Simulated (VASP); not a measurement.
# GaP (F-43m) in VASP: a series of runs

Runs on GaP. Level: PBEsol. Tasks: vibrations by perturbation theory.

Everything below comes from runs of VASP 6.6.1. Logs are shortened: lines on timing, memory, paths and dates and some standing lists are left out, and cuts for length are marked.

### Step 1. The cell of the first run

It takes space group F-43m (No. 216, cubic). The conventional cell has a = 5.301 Å, b = 5.301 Å, c = 5.301 Å, α = 90.00°, β = 90.00°, γ = 90.00°. Within 3.0 Å of Ga (site symmetry -43m) lie 4 P at 2.30 Å. P (site symmetry -43m) has 4 Ga at 2.30 Å within 3.0 Å.

### Step 2. Vibrations by perturbation theory, PBEsol

The input, INCAR:

```
SYSTEM = GaP
PREC = Accurate
ENCUT = 500
EDIFF = 1E-8
ISMEAR = 0
SIGMA = 0.01
LREAL = .False.
LASPH = .True.
NELM = 120
ALGO = Normal
ISIF = 2
LWAVE = .False.
LCHARG = .True.
GGA = PS
IBRION = 8
NSW = 1
GGA_COMPAT = .False.
```

The input, KPOINTS:

```
regular mesh
0
Gamma
  10 10 10
  0 0 0
```

The input, POSCAR:

```
GaP
1.0
    0.0000000000      2.6503045514      2.6503045514
    2.6503045514      0.0000000000      2.6503045514
    2.6503045514      2.6503045514      0.0000000000
Ga P
1 1
Direct
    0.0000000000      0.0000000000      0.0000000000
    0.2500000000      0.2500000000      0.2500000000
```

Potentials or basis: VASP PAW PBE potentials, release 64 (Ga_d, P).

Command:

```console
> cat potpaw_PBE.64/Ga_d/POTCAR potpaw_PBE.64/P/POTCAR > POTCAR
> mpirun -np 1 vasp_std > vasp.out
```

OUTCAR:

```text
SYSTEM = GaP
   PREC = Accurate
   ENCUT = 500
   EDIFF = 1E-8
   ISMEAR = 0
   LREAL = .False.
   LASPH = .True.
   NELM = 120
   ISIF = 2
   GGA = PS
   IBRION = 8
   NSW = 1

 ion  position               nearest neighbor table
   1  0.000  0.000  0.000-   2 2.30   2 2.30   2 2.30   2 2.30
   2  0.250  0.250  0.250-   1 2.30   1 2.30   1 2.30   1 2.30

  LATTYP: Found a face centered cubic cell.
 ALAT       =     5.3006091028

  Lattice vectors:

 A1 = (   0.0000000000,   2.6503045514,   2.6503045514)
 A2 = (   2.6503045514,   0.0000000000,   2.6503045514)
 A3 = (   2.6503045514,   2.6503045514,   0.0000000000)

Analysis of symmetry for initial positions (statically):
=====================================================================
 Subroutine PRICEL returns:
 Original cell was already a primitive cell.

 Routine SETGRP: Setting up the symmetry group for a
 face centered cubic supercell.

 Subroutine GETGRP returns: Found 24 space group operations
 (whereof 24 operations were pure point group operations)
 out of a pool of 48 trial point group operations.

The static configuration has the point symmetry T_d .

Analysis of symmetry for dynamics (positions and initial velocities):
=====================================================================
 Subroutine PRICEL returns:
 Original cell was already a primitive cell.

 Routine SETGRP: Setting up the symmetry group for a
 face centered cubic supercell.

 Subroutine GETGRP returns: Found 24 space group operations
 (whereof 24 operations were pure point group operations)
 out of a pool of 48 trial point group operations.

The dynamic configuration has the point symmetry T_d .

 Subroutine INISYM returns: Found 24 space group operations
 (whereof 24 operations are pure point group operations),
 and found     1 'primitive' translations

----------------------------------------------------------------------------------------

                                     Primitive cell

  volume of cell :      37.2321

  direct lattice vectors                    reciprocal lattice vectors
     0.000000000  2.650304551  2.650304551    -0.188657564  0.188657564  0.188657564
     2.650304551  0.000000000  2.650304551     0.188657564 -0.188657564  0.188657564
     2.650304551  2.650304551  0.000000000     0.188657564  0.188657564 -0.188657564

  length of vectors
     3.748096641  3.748096641  3.748096641     0.326764486  0.326764486  0.326764486

  position of ions in fractional coordinates (direct lattice)
     0.000000000  0.000000000  0.000000000
     0.250000000  0.250000000  0.250000000

  ion indices of the primitive-cell ions
   primitive index   ion index
                 1           1
                 2           2

----------------------------------------------------------------------------------------

 KPOINTS: regular mesh

Automatic generation of k-mesh.
 Grid dimensions read from file:
 generate k-points for:   10   10   10

 Generating k-lattice:

  Cartesian coordinates                     Fractional coordinates (reciprocal lattice)
    -0.018865756  0.018865756  0.018865756     0.100000000  0.000000000  0.000000000
     0.018865756 -0.018865756  0.018865756     0.000000000  0.100000000  0.000000000
     0.018865756  0.018865756 -0.018865756     0.000000000  0.000000000  0.100000000

  Length of vectors
     0.032676449  0.032676449  0.032676449

  Shift w.r.t. Gamma in fractional coordinates (k-lattice)
     0.000000000  0.000000000  0.000000000

[... 83 lines left out ...]
  energy-cutoff  :      500.00
  volume of cell :       37.23
 maximum number of plane-waves:       960
   NGX = 13   NGY = 13   NGZ = 13

--------------------------------------- Ionic step        1  -------------------------------------------

 number of electron      17.9999987 magnetization

 Free energy of the ion-electron system (eV)
  ---------------------------------------------------
  ext. energy  EPLUGINS =         0.00000000
  ---------------------------------------------------
  free energy    TOTEN  =        -9.85696364 eV

  energy without entropy =       -9.85696364  energy(sigma->0) =       -9.85696364

 E-fermi :   5.5345     XC(G=0): -10.4054

 val. band max:        5.4630690142   @ k =   0.0000   0.0000   0.0000
 cond. band min:       6.7896936911   @ k =   0.4000   0.4000   0.0000
 fundamental gap:      1.3266246768
 Fermi energy:         5.5344920914

 k-point     1 :       0.0000    0.0000    0.0000
  band No.  band energies     occupation
      1      -9.2511      2.00000
      2      -9.2511      2.00000
      3      -9.2511      2.00000
      4      -9.1218      2.00000
      5      -9.1218      2.00000
      6      -7.7271      2.00000
      7       5.4631      2.00000
      8       5.4631      2.00000
      9       5.4631      2.00000
     10       7.9125      0.00000
     11       9.2561      0.00000
     12       9.2561      0.00000
     13       9.2561      0.00000
[... 354 lines left out ...]
  band No.  band energies     occupation
      1      -9.3803      2.00000
      2      -9.1882      2.00000
      3      -9.1850      2.00000
      4      -9.1575      2.00000
      5      -9.0999      2.00000
      6      -5.5002      2.00000
      7      -0.1723      2.00000
      8       2.5263      2.00000
      9       2.9243      2.00000
     10       7.2809      0.00000
     11       8.4661      0.00000
     12      13.3941      0.00000
     13      13.8190      0.00000

 [... further k-points ...]

------------------------ aborting loop because EDIFF is reached ----------------------------------------

  FORCE on cell =-STRESS in cart. coord.  units (eV):
  Direction    XX          YY          ZZ          XY          YZ          ZX
  --------------------------------------------------------------------------------------
  -------------------------------------------------------------------------------------
  Total        1.7775502      1.7775502      1.7775502     -0.0000000      0.0000000      0.0000000
  in kB       76.4918412     76.4918412     76.4918412     -0.0000000      0.0000000      0.0000000
  external PRESSURE =      76.4918412 kB  Pullay stress =       0.0000000 kB

 VOLUME and BASIS-vectors are now :
 -----------------------------------------------------------------------------
  energy-cutoff  :      500.00
  volume of cell :       37.23
      direct lattice vectors                 reciprocal lattice vectors
     0.000000000  2.650304551  2.650304551    -0.188657564  0.188657564  0.188657564
     2.650304551  0.000000000  2.650304551     0.188657564 -0.188657564  0.188657564
     2.650304551  2.650304551  0.000000000     0.188657564  0.188657564 -0.188657564

 POSITION                                       TOTAL-FORCE (eV/Angst)
 -----------------------------------------------------------------------------------
      0.00000      0.00000      0.00000        -0.000000     -0.000000     -0.000000
      1.32515      1.32515      1.32515         0.000000      0.000000      0.000000
 -----------------------------------------------------------------------------------
    total drift:                                0.000001      0.000001      0.000001

  FREE ENERGIE OF THE ION-ELECTRON SYSTEM (eV)
  ---------------------------------------------------
  free  energy   TOTEN  =        -9.8569636416 eV

  energy  without entropy=       -9.8569636416  energy(sigma->0) =       -9.85696364

[... ionic steps 2 to 3 ...]

--------------------------------------- Ionic step        4  -------------------------------------------

------------------------ aborting loop because EDIFF is reached ----------------------------------------

[... ionic steps 5 to 6 ...]

--------------------------------------- Ionic step        7  -------------------------------------------

 Free energy of the ion-electron system (eV)
  ---------------------------------------------------
  ---------------------------------------------------
  free energy    TOTEN  =        -0.04758117 eV

  energy without entropy =       -0.04758117

------------------------ aborting loop because EDIFF is reached ----------------------------------------

 INTERNAL STRAIN TENSOR  FOR ION    2  DIRECTION 1   (eV/Angst):
 -----------------------------------------------------------------------------
     0.00860  0.00000  0.00000
     0.00000 -0.00296-10.66504
     0.00000-10.66504 -0.00296

 INTERNAL STRAIN TENSOR FOR ION    2 for displacements in x,y,z  (eV/Angst):
          X           Y           Z          XY          YZ          ZX
  --------------------------------------------------------------------------------
  x     0.00000     0.00000     0.00000     0.00000   -10.66504     0.00000
  y     0.00000     0.00000     0.00000     0.00000     0.00000   -10.66504
  z     0.00000     0.00000     0.00000   -10.66504     0.00000     0.00000

 SECOND DERIVATIVES (NOT SYMMETRIZED)
 ------------------------------------
               1X          1Y          1Z          2X          2Y          2Z
  1X   -11.947797    0.000000    0.000000   11.947797    0.000000    0.000000
  1Y     0.000000  -11.947797    0.000000    0.000000   11.947797    0.000000
  1Z     0.000000    0.000000  -11.947797    0.000000    0.000000   11.947797
  2X    12.009131    0.000000    0.000000  -12.009131    0.000000    0.000000
  2Y     0.000000   12.009131    0.000000    0.000000  -12.009131    0.000000
  2Z     0.000000    0.000000   12.009131    0.000000    0.000000  -12.009131

 Eigenvectors and eigenvalues of the dynamical matrix
 ----------------------------------------------------

   1 f  =   11.689260 THz    73.445785 2PiTHz  389.911733 cm-1    48.342872 meV
             X         Y         Z           dx          dy          dz
      0.000000  0.000000  0.000000     0.391476    0.391476    0.000000
      1.325152  1.325152  1.325152    -0.588852   -0.588852    0.000000
[... 21 lines left out ...]
   6 f/i=    0.013798 THz     0.086693 2PiTHz    0.460237 cm-1     0.057062 meV
             X         Y         Z           dx          dy          dz
      0.000000  0.000000  0.000000     0.371975    0.745069    0.000000
      1.325152  1.325152  1.325152     0.247294    0.495331    0.000000

--------------------------------------------------------------------------------------------------------

 ELASTIC MODULI CONTR FROM IONIC RELAXATION (kBar)
 Direction    XX          YY          ZZ          XY          YZ          ZX
 --------------------------------------------------------------------------------
 XX          -0.0000      0.0000      0.0000     -0.0000      0.0000     -0.0000
 YY           0.0000     -0.0000      0.0000     -0.0000     -0.0000      0.0000
 ZZ           0.0000      0.0000     -0.0000      0.0000     -0.0000     -0.0000
 XY          -0.0000     -0.0000      0.0000   -405.0519      0.0000      0.0000
 YZ           0.0000     -0.0000     -0.0000      0.0000   -405.0519      0.0000
 ZX          -0.0000      0.0000     -0.0000      0.0000      0.0000   -405.0519
 --------------------------------------------------------------------------------
```

Wall time 7.5 min (1 thread of Intel Xeon 8259CL, shared host); peak memory 0.32 GiB.

What came out:

| Item | Value |
| --- | --- |
| Highest phonon frequency at Γ, LO-TO splitting left out | 390 cm⁻¹ |

Phonon frequencies in cm⁻¹ (negative: imaginary):
```tsv
q point	frequencies
(0.000, 0.000, 0.000)	0 0 0 390 390 390
```

Caveat: the cell stands under pressure or tension, which shifts response properties; the PAW data sets were made with another functional, which shifts forces and pressure a little.

### Step 3. Vibrations by perturbation theory, PBEsol

This run uses another cell than the first one, of 19.43 Å³/atom.

The input, INCAR:

```
ALGO = Normal
EDIFF = 1E-8
ENCUT = 500
GGA = PS
GGA_COMPAT = False
IBRION = 8
ISIF = 2
ISMEAR = 0
LASPH = True
LCHARG = False
LREAL = False
LWAVE = False
NELM = 120
NSW = 1
PREC = Accurate
SIGMA = 0.01
```

The input, KPOINTS:

```
k-points
0
Gamma
  10 10 10
```

The input, POSCAR:

```
GaP
1.0
    0.0000000000      2.6881711610      2.6881711610
    2.6881711610      0.0000000000      2.6881711610
    2.6881711610      2.6881711610      0.0000000000
Ga P
1 1
Direct
    0.0000000000      0.0000000000      0.0000000000
    0.2500000000      0.2500000000      0.2500000000
```

Potentials or basis: VASP PAW PBE potentials, release 64 (Ga_d, P).

Command:

```console
> cat potpaw_PBE.64/Ga_d/POTCAR potpaw_PBE.64/P/POTCAR > POTCAR
> mpirun -np 1 vasp_std > vasp.out
```

OUTCAR:

```text
EDIFF = 1E-8
   ENCUT = 500
   GGA = PS
   IBRION = 8
   ISIF = 2
   ISMEAR = 0
   LASPH = True
   LREAL = False
   NELM = 120
   NSW = 1
   PREC = Accurate

 ion  position               nearest neighbor table
   1  0.000  0.000  0.000-   2 2.33   2 2.33   2 2.33   2 2.33
   2  0.250  0.250  0.250-   1 2.33   1 2.33   1 2.33   1 2.33

  LATTYP: Found a face centered cubic cell.
 ALAT       =     5.3763423220

  Lattice vectors:

 A1 = (   0.0000000000,   2.6881711610,   2.6881711610)
 A2 = (   2.6881711610,   0.0000000000,   2.6881711610)
 A3 = (   2.6881711610,   2.6881711610,   0.0000000000)

Analysis of symmetry for initial positions (statically):
=====================================================================
 Subroutine PRICEL returns:
 Original cell was already a primitive cell.

 Routine SETGRP: Setting up the symmetry group for a
 face centered cubic supercell.

 Subroutine GETGRP returns: Found 24 space group operations
 (whereof 24 operations were pure point group operations)
 out of a pool of 48 trial point group operations.

The static configuration has the point symmetry T_d .

Analysis of symmetry for dynamics (positions and initial velocities):
=====================================================================
 Subroutine PRICEL returns:
 Original cell was already a primitive cell.

 Routine SETGRP: Setting up the symmetry group for a
 face centered cubic supercell.

 Subroutine GETGRP returns: Found 24 space group operations
[... 568 lines left out ...]
      1.34409      1.34409      1.34409         0.000000      0.000000     -0.000000
 -----------------------------------------------------------------------------------
    total drift:                                0.000000      0.000000      0.000000

  FREE ENERGIE OF THE ION-ELECTRON SYSTEM (eV)
  ---------------------------------------------------
  free  energy   TOTEN  =        -9.9105903101 eV

  energy  without entropy=       -9.9105903101  energy(sigma->0) =       -9.91059031

[... ionic steps 2 to 3 ...]

--------------------------------------- Ionic step        4  -------------------------------------------

------------------------ aborting loop because EDIFF is reached ----------------------------------------

[... ionic steps 5 to 6 ...]

--------------------------------------- Ionic step        7  -------------------------------------------

 Free energy of the ion-electron system (eV)
  ---------------------------------------------------
  ---------------------------------------------------
  free energy    TOTEN  =        -0.04747293 eV

  energy without entropy =       -0.04747293

------------------------ aborting loop because EDIFF is reached ----------------------------------------

 INTERNAL STRAIN TENSOR  FOR ION    2  DIRECTION 1   (eV/Angst):
 -----------------------------------------------------------------------------
     0.00734  0.00000  0.00000
     0.00000 -0.00222 -8.73174
     0.00000 -8.73174 -0.00222

 INTERNAL STRAIN TENSOR FOR ION    2 for displacements in x,y,z  (eV/Angst):
          X           Y           Z          XY          YZ          ZX
  --------------------------------------------------------------------------------
  x     0.00000    -0.00000    -0.00000     0.00000    -8.73174     0.00000
  y    -0.00000     0.00000    -0.00000     0.00000     0.00000    -8.73174
  z    -0.00000    -0.00000     0.00000    -8.73174     0.00000     0.00000

 SECOND DERIVATIVES (NOT SYMMETRIZED)
 ------------------------------------
               1X          1Y          1Z          2X          2Y          2Z
  1X   -10.821803    0.000000    0.000000   10.821803    0.000000    0.000000
  1Y     0.000000  -10.821803    0.000000    0.000000   10.821803    0.000000
  1Z     0.000000    0.000000  -10.821803    0.000000    0.000000   10.821803
  2X    10.840247    0.000000    0.000000  -10.840247    0.000000    0.000000
  2Y     0.000000   10.840247    0.000000    0.000000  -10.840247    0.000000
  2Z     0.000000    0.000000   10.840247    0.000000    0.000000  -10.840247

 Eigenvectors and eigenvalues of the dynamical matrix
 ----------------------------------------------------

   1 f  =   11.111642 THz    69.816509 2PiTHz  370.644496 cm-1    45.954040 meV
             X         Y         Z           dx          dy          dz
      0.000000  0.000000  0.000000     0.000000    0.000000   -0.554287
      1.344086  1.344086  1.344086     0.000000    0.000000    0.832326
[... 21 lines left out ...]
   6 f/i=    0.004365 THz     0.027425 2PiTHz    0.145595 cm-1     0.018051 meV
             X         Y         Z           dx          dy          dz
      0.000000  0.000000  0.000000     0.009826    0.165758   -0.815594
      1.344086  1.344086  1.344086     0.006544    0.110387   -0.543144

--------------------------------------------------------------------------------------------------------

 ELASTIC MODULI CONTR FROM IONIC RELAXATION (kBar)
 Direction    XX          YY          ZZ          XY          YZ          ZX
 --------------------------------------------------------------------------------
 XX          -0.0000      0.0000      0.0000     -0.0000      0.0000     -0.0000
 YY           0.0000     -0.0000     -0.0000     -0.0000     -0.0000     -0.0000
 ZZ           0.0000     -0.0000     -0.0000      0.0000     -0.0000     -0.0000
 XY          -0.0000     -0.0000      0.0000   -287.4469      0.0000      0.0000
 YZ           0.0000     -0.0000     -0.0000      0.0000   -287.4469      0.0000
 ZX          -0.0000     -0.0000     -0.0000      0.0000      0.0000   -287.4469
 --------------------------------------------------------------------------------
```

OSZICAR:

```text
N       E                     dE             d eps       ncg     rms          rms(c)
DAV:   1     0.805454623684E+02    0.80545E+02   -0.92542E+03  1246   0.197E+03
DAV:   2    -0.366031486891E+01   -0.84206E+02   -0.81036E+02  1307   0.335E+02
[... 49 lines left out ...]
RMM:   8    -0.474737214752E-01    0.23901E-05   -0.46876E-07  8720   0.153E-03    0.112E-04
RMM:   9    -0.474730005666E-01    0.72091E-06   -0.26408E-08  8762   0.460E-04    0.102E-04
RMM:  10    -0.474728701952E-01    0.13037E-06   -0.14010E-08  8705   0.165E-04    0.871E-06
RMM:  11    -0.474729188538E-01   -0.48659E-07   -0.29533E-09  8815   0.567E-05    0.512E-06
RMM:  12    -0.474729324518E-01   -0.13598E-07   -0.15598E-09  8803   0.227E-05    0.743E-07
RMM:  13    -0.474729293600E-01    0.30917E-08   -0.15469E-09  7835   0.881E-06    0.823E-07
 Linear response finished
```

stdout:

```text
POSCAR found type information on POSCAR GaP
 POSCAR found :  2 types and       2 ions
 scaLAPACK will be used
 -----------------------------------------------------------------------------
|                                                                             |
|                                                                             |
|     You enforced a specific xc type in the INCAR file but a different       |
|     I HOPE YOU KNOW WHAT YOU ARE DOING!                                     |
|                                                                             |
 -----------------------------------------------------------------------------

 LDA part: xc-table for (Slater+PW92), standard interpolation
 POSCAR, INCAR and KPOINTS ok, starting setup
 FFT: planning ... GRIDC
 FFT: planning ... GRID_SOFT
 FFT: planning ... GRID
 WAVECAR not read
 entering main loop
 Linear response reoptimize wavefunctions to high precision
 Linear response DOF=           2
 Linear response progress:
 first order change of Fermi-energy   0.17449E-03
 force on displaced ion       1 direction 1 : -10.822   0.000   0.000
 Linear response progress:
 first order change of Fermi-energy   0.17293E-03
 force on displaced ion       2 direction 1 : -10.840   0.000   0.000
 Linear response finished
```

Run time: 7.4 min. Hardware: 1 thread of Intel Xeon 8259CL, shared host; peak memory 0.33 GiB.

What came out:

```yaml
Highest_phonon_frequency_at_Γ_LO-TO_splitting_left_out: 371 cm⁻¹
```

Phonon frequencies in cm⁻¹ (negative: imaginary):
| q point | frequencies |
| --- | --- |
| (0.000, 0.000, 0.000) | 0 0 0 371 371 371 |

Caveat: the cell stands under pressure or tension, which shifts response properties; the PAW data sets were made with another functional, which shifts forces and pressure a little.

[end of part 1 of 2]
